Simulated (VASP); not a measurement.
# CoSi (P2_13) in VASP: further runs

Runs on CoSi. Level: PBE. Tasks: single point, relaxation of cell and atoms.

All numbers are computed with VASP 6.6.1; they aren't measurements. Logs are shortened: lines on timing, memory, paths and dates and some standing lists are left out, and cuts for length are marked.

## Step 1: The cell of the first run

The structure is cubic, space group P2_13 (No. 198). The conventional cell has a = 4.438 Å, b = 4.438 Å, c = 4.438 Å, α = 90.00°, β = 90.00°, γ = 90.00°. Co (site symmetry 3) has 7 Si at 2.28 to 2.47 Å and 6 Co at 2.72 Å within 3.0 Å. Si (site symmetry 3) has 7 Co at 2.28 to 2.47 Å and 6 Si at 2.75 Å within 3.0 Å.

## Step 2: Single point, PBE, collinear spin, ferromagnetic start

INCAR

```
SYSTEM = CoSi
PREC = Accurate ; ENCUT = 600
EDIFF = 1E-6 ; ISMEAR = 0
SIGMA = 0.1 ; LREAL = .FALSE.
LASPH = .TRUE. ; NELM = 200
ALGO = Normal ; ISIF = 2
LWAVE = .FALSE. ; LCHARG = .FALSE.
ISPIN = 2 ; MAGMOM = 3 3 3 3 0 0 0 0
LORBIT = 11 ; LMAXMIX = 4
GGA = PE ; NBANDS = 40
GGA_COMPAT = .FALSE.
```

KPOINTS

```
Automatic mesh
0
G
  4 4 4
  0 0 0
```

POSCAR

```
CoSi
1.0
    4.4380002000      0.0000000000      0.0000000000
    0.0000000000      4.4380002000      0.0000000000
    0.0000000000      0.0000000000      4.4380002000
Co Si
4 4
Direct
    0.1399999900      0.1399999900      0.1399999900
    0.3600000100      0.8600000100      0.6399999900
    0.6399999900      0.3600000100      0.8600000100
    0.8600000100      0.6399999900      0.3600000100
    0.8429999900      0.8429999900      0.8429999900
    0.6570000100      0.1570000100      0.3429999900
    0.3429999900      0.6570000100      0.1570000100
    0.1570000100      0.3429999900      0.6570000100
```

Potentials or basis: VASP PAW PBE potentials, release 64 (Co, Si).

The run is started by

```
$ cat potpaw_PBE.64/Co/POTCAR potpaw_PBE.64/Si/POTCAR > POTCAR
$ mpirun -np 1 vasp_std > vasp.out
```

OUTCAR:

```text
SYSTEM = CoSi
   PREC = Accurate
   ENCUT = 600
   EDIFF = 1E-6
   ISMEAR = 0
   LREAL = .FALSE.
   LASPH = .TRUE.
   NELM = 200
   ISIF = 2
   ISPIN = 2
   LORBIT = 11
   GGA = PE

 ion  position               nearest neighbor table
   1  0.140  0.140  0.140-   5 2.28   6 2.33   7 2.33   8 2.33   7 2.47   8 2.47   6 2.47   3 2.72
                             4 2.72   2 2.72   2 2.72   4 2.72   3 2.72
   2  0.360  0.860  0.640-   6 2.28   5 2.33   7 2.33   8 2.33   7 2.47   8 2.47   5 2.47   1 2.72
                             1 2.72   3 2.72   3 2.72   4 2.72   4 2.72
   3  0.640  0.360  0.860-   7 2.28   6 2.33   5 2.33   8 2.33   8 2.47   6 2.47   5 2.47   1 2.72
                             4 2.72   2 2.72   2 2.72   4 2.72   1 2.72
   4  0.860  0.640  0.360-   8 2.28   6 2.33   7 2.33   5 2.33   6 2.47   5 2.47   7 2.47   1 2.72
                             3 2.72   2 2.72   1 2.72   2 2.72   3 2.72
   5  0.843  0.843  0.843-   1 2.28   2 2.33   3 2.33   4 2.33   3 2.47   4 2.47   2 2.47   6 2.75
                             7 2.75   8 2.75   6 2.75   8 2.75   7 2.75
   6  0.657  0.157  0.343-   2 2.28   1 2.33   3 2.33   4 2.33   3 2.47   4 2.47   1 2.47   8 2.75
                             5 2.75   5 2.75   7 2.75   7 2.75   8 2.75
   7  0.343  0.657  0.157-   3 2.28   2 2.33   1 2.33   4 2.33   4 2.47   2 2.47   1 2.47   8 2.75
                             5 2.75   8 2.75   6 2.75   6 2.75   5 2.75
   8  0.157  0.343  0.657-   4 2.28   2 2.33   3 2.33   1 2.33   2 2.47   1 2.47   3 2.47   7 2.75
                             5 2.75   7 2.75   5 2.75   6 2.75   6 2.75

  LATTYP: Found a simple cubic cell.
 ALAT       =     4.4380002000

  Lattice vectors:

 A1 = (   4.4380002000,   0.0000000000,   0.0000000000)
 A2 = (   0.0000000000,   4.4380002000,   0.0000000000)
 A3 = (   0.0000000000,   0.0000000000,   4.4380002000)

Analysis of symmetry for initial positions (statically):
=====================================================================
 Subroutine PRICEL returns:
 Original cell was already a primitive cell.

 Routine SETGRP: Setting up the symmetry group for a
 simple cubic supercell.

 Subroutine GETGRP returns: Found 12 space group operations
 (whereof  3 operations were pure point group operations)
 out of a pool of 48 trial point group operations.

The static configuration has the point symmetry C_3 .
 The point group associated with its full space group is T   .

Analysis of symmetry for dynamics (positions and initial velocities):
=====================================================================
 Subroutine PRICEL returns:
 Original cell was already a primitive cell.

 Routine SETGRP: Setting up the symmetry group for a
 simple cubic supercell.

 Subroutine GETGRP returns: Found 12 space group operations
 (whereof  3 operations were pure point group operations)
 out of a pool of 48 trial point group operations.

The dynamic configuration has the point symmetry C_3 .
 The point group associated with its full space group is T   .

Analysis of structural, dynamic, and magnetic symmetry:
=====================================================================
 Subroutine PRICEL returns:
 Original cell was already a primitive cell.

 Routine SETGRP: Setting up the symmetry group for a
 simple cubic supercell.

 Subroutine GETGRP returns: Found 12 space group operations
 (whereof  3 operations were pure point group operations)
 out of a pool of 48 trial point group operations.

The overall configuration has the point symmetry C_3 .
 The point group associated with its full space group is T   .

 Subroutine INISYM returns: Found 12 space group operations
 (whereof  3 operations are pure point group operations),
 and found     1 'primitive' translations

----------------------------------------------------------------------------------------

                                     Primitive cell

  volume of cell :      87.4102

  direct lattice vectors                    reciprocal lattice vectors
     4.438000200  0.000000000  0.000000000     0.225326714  0.000000000  0.000000000
     0.000000000  4.438000200  0.000000000     0.000000000  0.225326714  0.000000000
     0.000000000  0.000000000  4.438000200     0.000000000  0.000000000  0.225326714

  length of vectors
     4.438000200  4.438000200  4.438000200     0.225326714  0.225326714  0.225326714

  position of ions in fractional coordinates (direct lattice)
     0.139999990  0.139999990  0.139999990
     0.360000010  0.860000010  0.639999990
     0.639999990  0.360000010  0.860000010
[... 66 lines left out ...]
   ISTART =      0    job   : 0-new  1-cont  2-samecut
   ICHARG =      2    charge: 1-file 2-atom 10-const
   ISPIN  =      2    spin polarized calculation?
   LNONCOLLINEAR =      F non collinear calculations
   LSORBIT =      F    spin-orbit coupling
   LASPH  =      T    aspherical Exc in radial PAW
   ENCUT  =  600.0 eV  44.10 Ry    6.64 a.u.   8.86  8.86  8.86*2*pi/ulx,y,z
   NELM   =    200;   NELMIN=  2; NELMDL= -5     # of ELM steps
   EDIFF  = 0.1E-05   stopping-criterion for ELM
   LREAL  =      F    real-space projection
   EDIFFG = 0.1E-04   stopping-criterion for IOM
   NSW    =      0    number of steps for IOM
   IBRION =     -1    ionic relax: 0-MD 1-quasi-New 2-CG
   NFREE  =      0    steps in history (QN), initial steepest desc. (CG)
   ISIF   =      2    stress and relaxation
   ISYM   =      2    0-nonsym 1-usesym 2-fastsym
   POTIM  = 0.5000    time-step for ionic-motion
   TEBEG  =    0.0;   TEEND  =   0.0 temperature during run
   PSTRESS=    0.0 pullay stress
   NELECT =      52.0000    total number of electrons
   NUPDOWN=      -1.0000    fix difference up-down
   EMIN   =  10.00;   EMAX   =-10.00  energy-range for DOS
   EFERMI =   0.00;   METHOD = LEGACY
   ISMEAR =     0;   SIGMA  =   0.10  broadening in eV -4-tet -1-fermi 0-gaus
   EFERMI_NEDOS =   21; number of points for ismear=-14 and -15
   IALGO  =     38    algorithm
   IMIX   =      4    mixing-type and parameters
     AMIX     =   0.40;   BMIX     =  1.00
     AMIX_MAG =   1.60;   BMIX_MAG =  1.00
  volume/ion in A,a.u.               =      10.93        73.73
  Fermi-wavevector in a.u.,A,eV,Ry     =   1.376856  2.601881 25.793018  1.895733
  Thomas-Fermi vector in A             =   2.502063
   LORBIT       =     11    0 simple, 1 ext, 2 COOP (PROOUT), +10 PAW based schemes
   GGA     = PE    functional components
   LHFCALC =     F    Hartree Fock is set to
   AEXX    =    0.0000 exact exchange contribution
   IVDW    =     0    specifies the selected vdW correction
   LEPSILON=     F    determine dielectric tensor
   LRPA    =     F    only Hartree local field effects (RPA)
 spin polarized calculation
 Gauss-broadening in eV      SIGMA  =   0.10
  energy-cutoff  :      600.00
  volume of cell :       87.41
 maximum number of plane-waves:      2968
   NGX = 17   NGY = 17   NGZ = 17

 number of electron      51.9999992 magnetization       0.0184830

 number of electron      51.9999992 magnetization      -0.0013909

 Free energy of the ion-electron system (eV)
  ---------------------------------------------------
  ext. energy  EPLUGINS =         0.00000000
  ---------------------------------------------------
  free energy    TOTEN  =       -54.73785932 eV

  energy without entropy =      -54.72935048  energy(sigma->0) =      -54.73360490

 E-fermi :  12.0698     XC(G=0): -12.8394

 val. band max:       12.0446019632   @ k =   0.0000   0.0000   0.0000
 cond. band min:      12.3066415433   @ k =   0.5000   0.5000   0.2500
 fundamental gap:      0.2620395801
 Fermi energy:        12.0697997947

 spin component 1

 k-point     1 :       0.0000    0.0000    0.0000
  band No.  band energies     occupation
      1      -1.5955      1.00000
      2       3.8866      1.00000
      3       3.8866      1.00000
      4       3.8866      1.00000
      5       6.5962      1.00000
      6       6.5962      1.00000
[... 440 lines left out ...]
     37      19.8116      0.00000
     38      19.8116      0.00000
 Fermi energy:        12.0697997947

 spin component 2

 k-point     1 :       0.0000    0.0000    0.0000
  band No.  band energies     occupation
      1      -1.5955      1.00000
      2       3.8866      1.00000
      3       3.8866      1.00000
      4       3.8866      1.00000
      5       6.5962      1.00000
      6       6.5962      1.00000
[... 440 lines left out ...]
     37      19.8116      0.00000
     38      19.8116      0.00000
 [bands above 38 left out]

------------------------ aborting loop because EDIFF is reached ----------------------------------------

  FORCE on cell =-STRESS in cart. coord.  units (eV):
  Direction    XX          YY          ZZ          XY          YZ          ZX
  --------------------------------------------------------------------------------------
  -------------------------------------------------------------------------------------
  Total       -0.2099992     -0.2099992     -0.2099992      0.0000000      0.0000000      0.0000000
  in kB       -3.8491631     -3.8491631     -3.8491631      0.0000000      0.0000000      0.0000000
  external PRESSURE =      -3.8491631 kB  Pullay stress =       0.0000000 kB

 VOLUME and BASIS-vectors are now :
 -----------------------------------------------------------------------------
  energy-cutoff  :      600.00
  volume of cell :       87.41
      direct lattice vectors                 reciprocal lattice vectors
     4.438000200  0.000000000  0.000000000     0.225326714  0.000000000  0.000000000
     0.000000000  4.438000200  0.000000000     0.000000000  0.225326714  0.000000000
     0.000000000  0.000000000  4.438000200     0.000000000  0.000000000  0.225326714

 POSITION                                       TOTAL-FORCE (eV/Angst)
 -----------------------------------------------------------------------------------
      0.62132      0.62132      0.62132         0.157213      0.157213      0.157213
      1.59768      3.81668      2.84032        -0.157213     -0.157213      0.157213
      2.84032      1.59768      3.81668         0.157213     -0.157213     -0.157213
      3.81668      2.84032      1.59768        -0.157213      0.157213     -0.157213
      3.74123      3.74123      3.74123        -0.018942     -0.018942     -0.018942
      2.91577      0.69677      1.52223         0.018942      0.018942     -0.018942
      1.52223      2.91577      0.69677        -0.018942      0.018942      0.018942
      0.69677      1.52223      2.91577         0.018942     -0.018942      0.018942
 -----------------------------------------------------------------------------------
    total drift:                               -0.000000      0.000000      0.000000

  FREE ENERGIE OF THE ION-ELECTRON SYSTEM (eV)
  ---------------------------------------------------
  free  energy   TOTEN  =       -54.7378593206 eV

  energy  without entropy=      -54.7293504751  energy(sigma->0) =      -54.73360490

 total charge

# of ion       s       p       d       tot
------------------------------------------
    1        0.434   0.615   7.566   8.615
    2        0.434   0.615   7.566   8.615
    3        0.434   0.615   7.566   8.615
    4        0.434   0.615   7.566   8.615
    5        0.728   0.881   0.000   1.609
    6        0.728   0.881   0.000   1.609
    7        0.728   0.881   0.000   1.609
    8        0.728   0.881   0.000   1.609
--------------------------------------------------
tot          4.648   5.984  30.265  40.896

 magnetization (x)

# of ion       s       p       d       tot
------------------------------------------
    1        0.000   0.000  -0.000  -0.000
    2        0.000   0.000  -0.000  -0.000
    3        0.000   0.000  -0.000  -0.000
    4        0.000   0.000  -0.000  -0.000
    5        0.000   0.000   0.000   0.000
    6        0.000   0.000   0.000   0.000
    7        0.000   0.000   0.000   0.000
    8        0.000   0.000   0.000   0.000
--------------------------------------------------
tot          0.000   0.000  -0.001  -0.000
```

It took 61 s on 1 thread of AMD EPYC 9R45 (Zen 5), shared host; peak memory 0.24 GiB.

What came out:

| Quantity | Value |
| --- | --- |
| Free energy | -54.7379 eV |
| Pressure | -0.4 GPa |
| Largest force | 0.272 eV/Å |
| Band gap on the k mesh | zero (filled and empty bands overlap) |
| Net moment | 0.00 μB per cell |
| Valence electrons inside the program's atomic spheres | Co 8.62; Si 1.61 |

Forces in eV/Å, atoms in the order of the input:
```
Co   0.157  0.157  0.157
Co  -0.157 -0.157  0.157
Co   0.157 -0.157 -0.157
Co  -0.157  0.157 -0.157
Si  -0.019 -0.019 -0.019
Si   0.019  0.019 -0.019
Si  -0.019  0.019  0.019
Si   0.019 -0.019  0.019
```

Levels at points of the mesh, in eV from the Fermi level:
Spin up:
```
           k point  band 23  band 24  band 25  band 26  band 27  band 28  band 29  band 30
(0.00, 0.00, 0.00)    -0.79    -0.79    -0.03    -0.03    -0.03     2.44     2.44     2.44
(0.50, 0.00, 0.00)    -0.68    -0.68    -0.48    -0.48     0.98     0.98     1.44     1.44
(0.50, 0.50, 0.00)    -1.02    -1.02    -0.04    -0.04     0.55     0.55     1.97     1.97
(0.50, 0.50, 0.50)    -1.23    -1.23    -0.22    -0.22    -0.22    -0.22     5.32     5.32
```
Spin down:
| k point | band 23 | band 24 | band 25 | band 26 | band 27 | band 28 | band 29 | band 30 |
| --- | --- | --- | --- | --- | --- | --- | --- | --- |
| (0.00, 0.00, 0.00) | -0.79 | -0.79 | -0.03 | -0.03 | -0.03 | 2.44 | 2.44 | 2.44 |
| (0.50, 0.00, 0.00) | -0.68 | -0.68 | -0.48 | -0.48 | 0.98 | 0.98 | 1.44 | 1.44 |
| (0.50, 0.50, 0.00) | -1.02 | -1.02 | -0.04 | -0.04 | 0.55 | 0.55 | 1.97 | 1.97 |
| (0.50, 0.50, 0.50) | -1.23 | -1.23 | -0.22 | -0.22 | -0.22 | -0.22 | 5.32 | 5.32 |

Caveat: the moments typed at the start vanished in this run.

[end of part 1 of 2]

The gap in the log of VASP goes by the Fermi energy; the results here count the filled bands.